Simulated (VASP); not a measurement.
# AlNi in VASP: a series of runs

Runs on AlNi. Level: PBEsol. Tasks: single point.

Program: VASP 6.6.1. These are calculated values, not measurements. Logs are shortened: lines on timing, memory, paths and dates and some standing lists are left out, and cuts for length are marked.

## Step 1: The cell of the first run

The structure is tetragonal, space group P4/mmm (No. 123). Conventional cell: a = 2.881 Å, b = 2.881 Å, c = 2.823 Å, α = 90.00°, β = 90.00°, γ = 90.00°. Within 3.3 Å of Al (site symmetry 4/mmm) lie 8 Ni at 2.48 Å and 6 Al at 2.82 to 2.88 Å. Within 3.3 Å of Ni (site symmetry 4/mmm) lie 8 Al at 2.48 Å and 6 Ni at 2.82 to 2.88 Å.

## Step 2: Single point, PBEsol, collinear spin, ferromagnetic start (zz strain of -2 %)

The input, INCAR:

```
SYSTEM = AlNi
ALGO     = Normal         ! electronic algorithm
EDIFF    = 1E-7           ! SCF threshold, eV
ENCUT    = 520            ! plane-wave cutoff, eV
GGA      = PS             ! functional
ISIF     = 2              ! what is computed and relaxed
ISMEAR   = -1             ! smearing method
ISPIN    = 2              ! spin polarisation
LASPH    = .True.         ! aspherical terms in the spheres
LCHARG   = .False.        ! write CHGCAR
LMAXMIX  = 4              ! l up to which the mixer works
LORBIT   = 11             ! projections on sites
LREAL    = .False.        ! projectors in reciprocal space
LWAVE    = .False.        ! write WAVECAR
MAGMOM   = 0 1.5          ! initial moments
NBANDS   = 18             ! bands
NELM     = 150            ! most SCF steps
PREC     = Accurate       ! precision mode
SIGMA    = 0.05           ! smearing width, eV
```

The input, KPOINTS:

```
k-points
0
Gamma
  13 13 13
  0 0 0
```

The input, POSCAR:

```
AlNi
1.0
    2.8810000000      0.0000000000      0.0000000000
    0.0000000000      2.8810000000      0.0000000000
    0.0000000000      0.0000000000      2.8233800000
Al Ni
1 1
Direct
    0.0000000000      0.0000000000      0.0000000000
    0.5000000000      0.5000000000      0.5000000000
```

Potentials or basis: VASP PAW PBE potentials, release 64 (Al, Ni).

Run with:

```console
cat potpaw_PBE.64/Al/POTCAR potpaw_PBE.64/Ni/POTCAR > POTCAR
mpirun -np 1 vasp_std > vasp.out
```

OUTCAR:

```text
SYSTEM = AlNi
   EDIFF = 1E-7
   ENCUT = 520
   GGA = PS
   ISIF = 2
   ISMEAR = -1
   ISPIN = 2
   LASPH = .True.
   LORBIT = 11
   LREAL = .False.
   NELM = 150
   PREC = Accurate

 ion  position               nearest neighbor table
   1  0.000  0.000  0.000-   2 2.48   2 2.48   2 2.48   2 2.48   2 2.48   2 2.48   2 2.48   2 2.48

   2  0.500  0.500  0.500-   1 2.48   1 2.48   1 2.48   1 2.48   1 2.48   1 2.48   1 2.48   1 2.48

  LATTYP: Found a simple tetragonal cell.
 ALAT       =     2.8810000000
 C/A-ratio  =     0.9800000000

  Lattice vectors:

 A1 = (   2.8810000000,   0.0000000000,   0.0000000000)
 A2 = (   0.0000000000,   2.8810000000,   0.0000000000)
 A3 = (   0.0000000000,   0.0000000000,   2.8233800000)

Analysis of symmetry for initial positions (statically):
=====================================================================
 Subroutine PRICEL returns:
 Original cell was already a primitive cell.

 Routine SETGRP: Setting up the symmetry group for a
 simple tetragonal supercell.

 Subroutine GETGRP returns: Found 16 space group operations
 (whereof 16 operations were pure point group operations)
 out of a pool of 16 trial point group operations.

The static configuration has the point symmetry D_4h.

Analysis of symmetry for dynamics (positions and initial velocities):
=====================================================================
 Subroutine PRICEL returns:
 Original cell was already a primitive cell.

 Routine SETGRP: Setting up the symmetry group for a
 simple tetragonal supercell.

 Subroutine GETGRP returns: Found 16 space group operations
 (whereof 16 operations were pure point group operations)
 out of a pool of 16 trial point group operations.

The dynamic configuration has the point symmetry D_4h.

Analysis of structural, dynamic, and magnetic symmetry:
=====================================================================
 Subroutine PRICEL returns:
 Original cell was already a primitive cell.

 Routine SETGRP: Setting up the symmetry group for a
 simple tetragonal supercell.

 Subroutine GETGRP returns: Found 16 space group operations
 (whereof 16 operations were pure point group operations)
 out of a pool of 16 trial point group operations.

The overall configuration has the point symmetry D_4h.

 Subroutine INISYM returns: Found 16 space group operations
 (whereof 16 operations are pure point group operations),
 and found     1 'primitive' translations

----------------------------------------------------------------------------------------

                                     Primitive cell

  volume of cell :      23.4345

  direct lattice vectors                    reciprocal lattice vectors
     2.881000000  0.000000000  0.000000000     0.347101701  0.000000000  0.000000000
     0.000000000  2.881000000  0.000000000     0.000000000  0.347101701  0.000000000
     0.000000000  0.000000000  2.823380000     0.000000000  0.000000000  0.354185409

  length of vectors
     2.881000000  2.881000000  2.823380000     0.347101701  0.347101701  0.354185409

  position of ions in fractional coordinates (direct lattice)
     0.000000000  0.000000000  0.000000000
     0.500000000  0.500000000  0.500000000

  ion indices of the primitive-cell ions
   primitive index   ion index
                 1           1
                 2           2

----------------------------------------------------------------------------------------

 KPOINTS: k-points

Automatic generation of k-mesh.
 Grid dimensions read from file:
 generate k-points for:   13   13   13

 Generating k-lattice:

  Cartesian coordinates                     Fractional coordinates (reciprocal lattice)
     0.026700131  0.000000000  0.000000000     0.076923077  0.000000000  0.000000000
     0.000000000  0.026700131  0.000000000     0.000000000  0.076923077  0.000000000
     0.000000000  0.000000000  0.027245031     0.000000000  0.000000000  0.076923077

  Length of vectors
     0.026700131  0.026700131  0.027245031

  Shift w.r.t. Gamma in fractional coordinates (k-lattice)
     0.000000000  0.000000000  0.000000000

 Subroutine IBZKPT returns following result:
 ===========================================

 Found    196 irreducible k-points:

 Following reciprocal coordinates:
            Coordinates               Weight
  0.000000  0.000000  0.000000      1.000000
  0.076923  0.000000  0.000000      4.000000
  0.153846  0.000000  0.000000      4.000000
  0.230769  0.000000  0.000000      4.000000
  0.307692  0.000000  0.000000      4.000000
  0.384615  0.000000  0.000000      4.000000
[... 16 lines left out ...]
  0.307692  0.307692  0.000000      4.000000
  0.384615  0.307692  0.000000      8.000000
 [... further k-points ...]
   k-points           NKPTS =    196   k-points in BZ     NKDIM =    196   number of bands    NBANDS=     18
   number of dos      NEDOS =    301   number of ions     NIONS =      2
   total plane-waves  NPLWV =  13824
   dimension x,y,z NGX =    24 NGY =   24 NGZ =   24
   dimension x,y,z NGXF=    48 NGYF=   48 NGZF=   48
   ions per type =               1   1
   NGX,Y,Z   is equivalent  to a cutoff of  13.85, 13.85, 14.13 a.u.
   NGXF,Y,Z  is equivalent  to a cutoff of  27.70, 27.70, 28.26 a.u.
 SYSTEM =  AlNi
   PREC   = accura    normal or accurate (medium, high low for compatibility)
   ISTART =      0    job   : 0-new  1-cont  2-samecut
   ICHARG =      2    charge: 1-file 2-atom 10-const
   ISPIN  =      2    spin polarized calculation?
   LNONCOLLINEAR =      F non collinear calculations
   LSORBIT =      F    spin-orbit coupling
   LASPH  =      T    aspherical Exc in radial PAW
   ENCUT  =  520.0 eV  38.22 Ry    6.18 a.u.   5.36  5.36  5.25*2*pi/ulx,y,z
   NELM   =    150;   NELMIN=  2; NELMDL= -5     # of ELM steps
   EDIFF  = 0.1E-06   stopping-criterion for ELM
   LREAL  =      F    real-space projection
   EDIFFG = 0.1E-05   stopping-criterion for IOM
   NSW    =      0    number of steps for IOM
   IBRION =     -1    ionic relax: 0-MD 1-quasi-New 2-CG
   NFREE  =      0    steps in history (QN), initial steepest desc. (CG)
   ISIF   =      2    stress and relaxation
   ISYM   =      2    0-nonsym 1-usesym 2-fastsym
   POTIM  = 0.5000    time-step for ionic-motion
   TEBEG  =    0.0;   TEEND  =   0.0 temperature during run
   PSTRESS=    0.0 pullay stress
   NELECT =      13.0000    total number of electrons
   NUPDOWN=      -1.0000    fix difference up-down
   EMIN   =  10.00;   EMAX   =-10.00  energy-range for DOS
   EFERMI =   0.00;   METHOD = LEGACY
   ISMEAR =    -1;   SIGMA  =   0.05  broadening in eV -4-tet -1-fermi 0-gaus
   EFERMI_NEDOS =   21; number of points for ismear=-14 and -15
   IALGO  =     38    algorithm
   IMIX   =      4    mixing-type and parameters
     AMIX     =   0.40;   BMIX     =  1.00
     AMIX_MAG =   1.60;   BMIX_MAG =  1.00
  volume/ion in A,a.u.               =      11.72        79.07
  Fermi-wavevector in a.u.,A,eV,Ry     =   1.345150  2.541965 24.618764  1.809428
  Thomas-Fermi vector in A             =   2.473086
   LORBIT       =     11    0 simple, 1 ext, 2 COOP (PROOUT), +10 PAW based schemes
   GGA     = PS    functional components
   LHFCALC =     F    Hartree Fock is set to
   AEXX    =    0.0000 exact exchange contribution
   IVDW    =     0    specifies the selected vdW correction
   LEPSILON=     F    determine dielectric tensor
   LRPA    =     F    only Hartree local field effects (RPA)
 spin polarized calculation
  energy-cutoff  :      520.00
  volume of cell :       23.43
 maximum number of plane-waves:       648
 NGX is ok and might be reduce to    24
   NGX = 11   NGY = 11   NGZ = 11

 number of electron      13.0000009 magnetization       0.0006398

 number of electron      13.0000009 magnetization      -0.0000291

 Free energy of the ion-electron system (eV)
  ---------------------------------------------------
  ext. energy  EPLUGINS =         0.00000000
  ---------------------------------------------------
  free energy    TOTEN  =       -11.59103169 eV

  energy without entropy =      -11.58608507  energy(sigma->0) =      -11.58855838

 E-fermi :  10.1496     XC(G=0): -12.2644

 val. band max:       10.1408679011   @ k =   0.3077   0.3077   0.4615
 cond. band min:      10.1590100716   @ k =   0.3846   0.3077   0.1538
 fundamental gap:      0.0181421706
 Fermi energy:        10.1496359563

 spin component 1

 k-point     1 :       0.0000    0.0000    0.0000
  band No.  band energies     occupation
      1      -1.1144      1.00000
      2       6.8197      1.00000
      3       6.8406      1.00000
      4       8.5406      1.00000
      5       8.6044      1.00000
      6       8.6044      1.00000
[... 10 lines left out ...]
     17      33.5233      0.00000
     18      34.0403      0.00000
[... 463 lines left out ...]
 k-point    24 :       0.3846    0.3077    0.0000
  band No.  band energies     occupation
      1       2.9802      1.00000
      2       5.8418      1.00000
      3       7.1173      1.00000
      4       7.6782      1.00000
      5       8.1087      1.00000
      6       8.2576      1.00000
[... 10 lines left out ...]
     17      32.6510      0.00000
     18      35.2817      0.00000

 [... further k-points ...]

 spin component 2

 k-point     1 :       0.0000    0.0000    0.0000
  band No.  band energies     occupation
      1      -1.1144      1.00000
      2       6.8198      1.00000
      3       6.8406      1.00000
      4       8.5407      1.00000
      5       8.6045      1.00000
      6       8.6045      1.00000
[... 10 lines left out ...]
     17      33.5233      0.00000
     18      34.0403      0.00000
[... 463 lines left out ...]
 k-point    24 :       0.3846    0.3077    0.0000
  band No.  band energies     occupation
      1       2.9802      1.00000
      2       5.8418      1.00000
      3       7.1173      1.00000
      4       7.6783      1.00000
      5       8.1088      1.00000
      6       8.2577      1.00000
[... 10 lines left out ...]
     17      32.6511      0.00000
     18      35.2817      0.00000

 [... further k-points ...]
[... 5 lines left out ...]
  --------------------------------------------------------------------------------------
  -------------------------------------------------------------------------------------
  Total       -0.0894509     -0.0894509      0.2579042      0.0000000      0.0000000      0.0000000
  in kB       -6.1156029     -6.1156029     17.6324694      0.0000000      0.0000000      0.0000000
  external PRESSURE =       1.8004212 kB  Pullay stress =       0.0000000 kB

 VOLUME and BASIS-vectors are now :
 -----------------------------------------------------------------------------
  energy-cutoff  :      520.00
  volume of cell :       23.43
      direct lattice vectors                 reciprocal lattice vectors
     2.881000000  0.000000000  0.000000000     0.347101701  0.000000000  0.000000000
     0.000000000  2.881000000  0.000000000     0.000000000  0.347101701  0.000000000
     0.000000000  0.000000000  2.823380000     0.000000000  0.000000000  0.354185409

 POSITION                                       TOTAL-FORCE (eV/Angst)
 -----------------------------------------------------------------------------------
      0.00000      0.00000      0.00000         0.000000      0.000000      0.000000
      1.44050      1.44050      1.41169         0.000000      0.000000      0.000000
 -----------------------------------------------------------------------------------
    total drift:                                0.000000      0.000000     -0.000000

  FREE ENERGIE OF THE ION-ELECTRON SYSTEM (eV)
  ---------------------------------------------------
  free  energy   TOTEN  =       -11.5910316928 eV

  energy  without entropy=      -11.5860850723  energy(sigma->0) =      -11.58855838

 total charge

# of ion       s       p       d       tot
------------------------------------------
    1        0.385   0.422   0.000   0.806
    2        0.488   0.538   8.488   9.514
--------------------------------------------------
tot          0.873   0.959   8.488  10.320

 magnetization (x)

# of ion       s       p       d       tot
------------------------------------------
    1       -0.000  -0.000   0.000  -0.000
    2        0.000   0.000   0.000   0.000
--------------------------------------------------
tot          0.000   0.000   0.000   0.000
```

Run time: 1.8 min. Hardware: 1 thread of AMD EPYC 9R45 (Zen 5), shared host; peak memory 0.21 GiB.

Results:

- Free energy: -11.5910 eV
- Pressure: 0.2 GPa
- Net moment: 0.00 μB per cell
- Valence electrons inside the program's atomic spheres: Al 0.81; Ni 9.51

Caveat: the cell differs from its parent crystal (zz strain of -2 %); the starting moments collapsed, and a magnetic state may lie lower; the PAW data sets were made with another functional, which shifts forces and pressure a little.

## Step 3: Single point, PBEsol, collinear spin, ferromagnetic start (volume scaled by 0.96)

The input, INCAR:

```
SYSTEM = AlNi
ALGO = Normal
EDIFF = 1E-7
ENCUT = 520
GGA = PS
ISIF = 2
ISMEAR = -1
ISPIN = 2
LASPH = .True.
LCHARG = .False.
LMAXMIX = 4
LORBIT = 11
LREAL = .False.
LWAVE = .False.
MAGMOM = 0 1.5
NBANDS = 18
NELM = 150
PREC = Accurate
SIGMA = 0.05
```

KPOINTS is that of step 2.

The input, POSCAR:

```
AlNi
1.0
    2.8420627945      0.0000000000      0.0000000000
    0.0000000000      2.8420627945      0.0000000000
    0.0000000000      0.0000000000      2.8420627945
Al Ni
1 1
Direct
    0.0000000000      0.0000000000      0.0000000000
    0.5000000000      0.5000000000      0.5000000000
```

Potentials or basis: VASP PAW PBE potentials, release 64 (Al, Ni).

Run with:

```console
cat potpaw_PBE.64/Al/POTCAR potpaw_PBE.64/Ni/POTCAR > POTCAR
mpirun -np 1 vasp_std > vasp.out
```

It took 26 s on 1 thread of Intel Xeon Platinum 8559C (Emerald Rapids), shared host; peak memory 0.19 GiB.

It converged, with:

```
Free energy                                           : -11.5874 eV
Pressure                                              : 3.9 GPa
Net moment                                            : 0.00 μB per cell
Valence electrons inside the program's atomic spheres : Al 0.82; Ni 9.55
```

Levels at points of the mesh, in eV from the Fermi level:
Spin up:
| k point | band 2 | band 3 | band 4 | band 5 | band 6 | band 7 | band 8 | band 9 | band 10 | band 11 |
| --- | --- | --- | --- | --- | --- | --- | --- | --- | --- | --- |
| (0.00, 0.00, 0.00) | -3.42 | -3.42 | -1.61 | -1.61 | -1.61 | 5.69 | 5.69 | 5.69 | 8.29 | 8.29 |
Spin down:
| k point | band 2 | band 3 | band 4 | band 5 | band 6 | band 7 | band 8 | band 9 | band 10 | band 11 |
| --- | --- | --- | --- | --- | --- | --- | --- | --- | --- | --- |
| (0.00, 0.00, 0.00) | -3.42 | -3.42 | -1.61 | -1.61 | -1.61 | 5.69 | 5.69 | 5.69 | 8.29 | 8.29 |

Caveat: the starting moments collapsed, and a magnetic state may lie lower; the PAW data sets were made with another functional, which shifts forces and pressure a little.

## Step 4: Single point, PBEsol, collinear spin, ferromagnetic start (volume scaled by 0.99)

The input, INCAR:

```
PREC     = Accurate       # precision mode
ENCUT    = 520            # plane-wave cutoff, eV
EDIFF    = 1E-7           # SCF threshold, eV
ISMEAR   = -1             # smearing method
SIGMA    = 0.05           # smearing width, eV
LREAL    = F              # projectors in reciprocal space
LASPH    = T              # aspherical terms in the spheres
NELM     = 150            # most SCF steps
ALGO     = Normal         # electronic algorithm
ISIF     = 2              # what is computed and relaxed
LWAVE    = F              # write WAVECAR
LCHARG   = F              # write CHGCAR
ISPIN    = 2              # spin polarisation
MAGMOM   = 0 1.5          # initial moments
LORBIT   = 11             # projections on sites
LMAXMIX  = 4              # l up to which the mixer works
GGA      = PS             # functional
NBANDS   = 18             # bands
```

The input, KPOINTS:

```
Automatic mesh
0
Gamma
  13 13 13
```

The input, POSCAR:

```
AlNi
1.0
    2.8713644765      0.0000000000      0.0000000000
    0.0000000000      2.8713644765      0.0000000000
    0.0000000000      0.0000000000      2.8713644765
Al Ni
1 1
Direct
    0.0000000000      0.0000000000      0.0000000000
    0.5000000000      0.5000000000      0.5000000000
```

Run with:

```console
cat potpaw_PBE.64/Al/POTCAR potpaw_PBE.64/Ni/POTCAR > POTCAR
mpirun -np 1 vasp_std > vasp.out
```

It took 25 s on 1 thread of Intel Xeon Platinum 8559C (Emerald Rapids), shared host; peak memory 0.19 GiB.

It converged, with:

```yaml
Free_energy: -11.5923 eV
Pressure: -1.6 GPa
Net_moment: 0.00 μB per cell
Valence_electrons_inside_the_program's_atomic_spheres: Al 0.80; Ni 9.50
```

Levels at points of the mesh, in eV from the Fermi level:
Spin up:
```
           k point  band 4  band 5  band 6  band 7  band 8  band 9
(0.00, 0.00, 0.00)   -1.54   -1.54   -1.54    5.56    5.56    5.56
```
Spin down:
```
           k point  band 4  band 5  band 6  band 7  band 8  band 9
(0.00, 0.00, 0.00)   -1.54   -1.54   -1.54    5.56    5.56    5.56
```

Caveat: the starting moments collapsed, and a magnetic state may lie lower; the PAW data sets were made with another functional, which shifts forces and pressure a little.
